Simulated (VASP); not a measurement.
**Sb: single point with PBEsol**

The system is Sb.

```
Sb
1.0
    -1.52968    1.52968    2.52066
     1.52968   -1.52968    2.52066
     1.52968    1.52968   -2.52066
Sb
1
Direct
  0.00000 0.00000 0.00000
```

- Program: VASP 6.6.1
- Task: single point
- Functional: PBEsol
- Potentials or basis: VASP PAW PBE potentials, release 64 (Sb)
- Cutoff: 520 eV
- k mesh: 19 × 19 × 19
- Occupations: fermi-dirac, width 0.05 eV
- Spin: no spin polarisation
- Dipole correction: no
- Further INCAR settings: ALGO = Normal; EDIFF = 1e-06; NBANDS = 8

```
Pressure               : 9.5 GPa
Band gap on the k mesh : zero (an odd number of electrons rules out a gap without spin polarisation)
```

Stress tensor (GPa, compression positive):
```
9.90 0.00 0.00
0.00 9.90 0.00
0.00 0.00 8.69
```

Levels at points of the mesh, in eV from the Fermi level:
```
           k point  band 1  band 2  band 3  band 4  band 5  band 6  band 7
(0.00, 0.00, 0.00)  -14.11    6.02    6.34    6.34    9.94   10.45   10.97
```

Run time: 2.3 min on 1 thread of Intel Xeon 8259CL, on a shared host, peak memory 0.24 GiB.

Caveat: the cell stands under pressure; the PAW data sets were made with another functional, which shifts forces and pressure a little; spin-orbit coupling is left out, which moves the levels of the heavy elements.
